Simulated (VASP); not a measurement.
Zn3O4, 7 atoms in the cell. The structure is hexagonal, space group P6/mmm (No. 191). The conventional cell has a = 4.830 Å, b = 4.830 Å, c = 4.795 Å, α = 90.00°, β = 90.00°, γ = 120.00°. Within 3.2 Å of Zn (site symmetry mmm) lie 4 Zn at 2.41 Å and 8 O at 2.72 to 2.77 Å. Within 3.1 Å of O (site symmetry 6mm) lie 8 O at 2.30 to 3.02 Å and 6 Zn at 2.72 Å. O (site symmetry -6m2) has 6 Zn at 2.77 Å and 9 O at 2.79 to 3.02 Å within 3.7 Å. The cell was built from a structure type or drawn by symmetry, and may not be a known phase.

| Property | Result |
| --- | --- |
| Program | VASP 6.6.1 |
| Task | relaxation of cell and atoms |
| Functional | PBE |
| Potentials or basis | VASP PAW PBE potentials, release 64 (Zn, O) |
| Cutoff | 600 eV |
| k mesh | 6 × 6 × 4 |
| Occupations | gaussian, width 0.1 eV |
| Spin | collinear spin, ferromagnetic start |
| Starting moments | [0.0, 0.0, 0.0, 1.0, 1.0, 1.0, 1.0] μB |
| Dipole correction | no |
| Further INCAR settings | ALGO = Normal; EDIFF = 1e-06; IBRION = 2; EDIFFG = -0.04; NSW = 90; ISIF = 3 |

Potentials or basis: VASP PAW PBE potentials, release 64 (Zn, O).

The run is started by

```console
$ cat potpaw_PBE.64/Zn/POTCAR potpaw_PBE.64/O/POTCAR > POTCAR
$ mpirun -np 1 vasp_std > vasp.out
```

Hardware: 1 thread of Oxide Virtual Turin-like Processor (shared host).

Q: Estimate the wall time of this run.

A: Run time: 49 min on 1 thread of Oxide Virtual Turin-like Processor, with other jobs on the host, peak memory 0.34 GiB. Counts: scf iterations 303, k points 21, ion steps 18.
